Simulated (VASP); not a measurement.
Set up this calculation in VASP 6.6.1, as the native input.

```
Task                   : single point
Functional             : LDA
Potentials or basis    : VASP PAW LDA potentials, release 64 (Mg, O)
Cutoff                 : 600 eV
k mesh                 : 9 × 9 × 9
Occupations            : gaussian, width 0.01 eV
Spin                   : no spin polarisation
Dipole correction      : no
Further INCAR settings : ALGO = Normal; EDIFF = 1e-06; NBANDS = 11
```

The structure of MgO lies in POSCAR:

```
MgO
1.0
    0.0000000000      2.1085000000      2.1085000000
    2.1085000000      0.0000000000      2.1085000000
    2.1085000000      2.1085000000      0.0000000000
Mg O
1 1
Direct
    0.0000000000      0.0000000000      0.0000000000
    0.5000000000      0.5000000000      0.5000000000
```

One way to write it, as run:

INCAR

```
SYSTEM = MgO
ALGO     = Normal         ! electronic algorithm
EDIFF    = 1E-6           ! SCF threshold, eV
ENCUT    = 600            ! plane-wave cutoff, eV
GGA      = CA             ! functional
GGA_COMPAT= .FALSE.      
ISIF     = 2              ! what is computed and relaxed
ISMEAR   = 0              ! smearing method
LASPH    = .TRUE.         ! aspherical terms in the spheres
LCHARG   = .FALSE.        ! write CHGCAR
LREAL    = .FALSE.        ! projectors in reciprocal space
LWAVE    = .FALSE.        ! write WAVECAR
NBANDS   = 11             ! bands
NELM     = 120            ! most SCF steps
PREC     = Accurate       ! precision mode
SIGMA    = 0.01           ! smearing width, eV
```

KPOINTS

```
k-points
0
G
  9 9 9
  0 0 0
```

Potentials or basis: VASP PAW LDA potentials, release 64 (Mg, O).

Command:

```console
$ cat potpaw_LDA.64/Mg/POTCAR potpaw_LDA.64/O/POTCAR > POTCAR
$ mpirun -np 1 vasp_std > vasp.out
```

Results of the run:

```
Pressure               : -8.5 GPa
Band gap on the k mesh : 4.62 eV
```

Caveat: the cell stands under tension.

It took 3.6 s on 1 thread of AMD EPYC 9R45 96-Core Processor (Zen 5) (shared host), peak memory 0.1 GiB.
